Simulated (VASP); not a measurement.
Wanted: the native input for a VASP 6.6.1 run.

```yaml
Task: single point
Functional: PBE
Potentials_or_basis: VASP PAW PBE potentials, release 64 (Cs_sv, Si)
Cutoff: 520 eV
k_mesh: 8 × 8 × 8
Occupations: gaussian, width 0.1 eV
Spin: no spin polarisation
Dipole_correction: no
Further_INCAR_settings: ALGO = Fast; EDIFF = 1e-07; NBANDS = 24
```

The structure of Cs3Si lies in POSCAR:

```
Cs3Si
1.0
    5.9513567074      0.0000000000      0.0000000000
    0.0000000000      5.9513567074      0.0000000000
    0.0000000000      0.0000000000      5.9513567074
Cs Si
3 1
Direct
    0.0000000000      0.5000000000      0.5000000000
    0.5000000000      0.0000000000      0.5000000000
    0.5000000000      0.5000000000      0.0000000000
    0.0000000000      0.0000000000      0.0000000000
```

One way to write it, as run:

INCAR

```
SYSTEM = Cs3Si
  PREC = Accurate
  ENCUT = 520
  EDIFF = 1E-7
  ISMEAR = 0
  SIGMA = 0.1
  LREAL = .False.
  LASPH = .True.
  NELM = 100
  ALGO = Fast
  ISIF = 2
  LWAVE = .False.
  LCHARG = .False.
  GGA = PE
  NBANDS = 24
```

KPOINTS

```
regular mesh
0
Gamma
  8 8 8
  0 0 0
```

Potentials or basis: VASP PAW PBE potentials, release 64 (Cs_sv, Si).

Launch:

```bash
$ cat potpaw_PBE.64/Cs_sv/POTCAR potpaw_PBE.64/Si/POTCAR > POTCAR
$ mpirun -np 1 vasp_std > vasp.out
```

It gave:

The pressure is 0.0 GPa. The band gap on the k mesh is zero (an odd number of electrons rules out a gap without spin polarisation).

Caveat: spin-orbit coupling is left out, which moves the levels of the heavy elements.

It took 2.6 min on 1 thread of Intel(R) Xeon(R) 6975P-C (Granite Rapids) (shared host), peak memory 0.39 GiB.
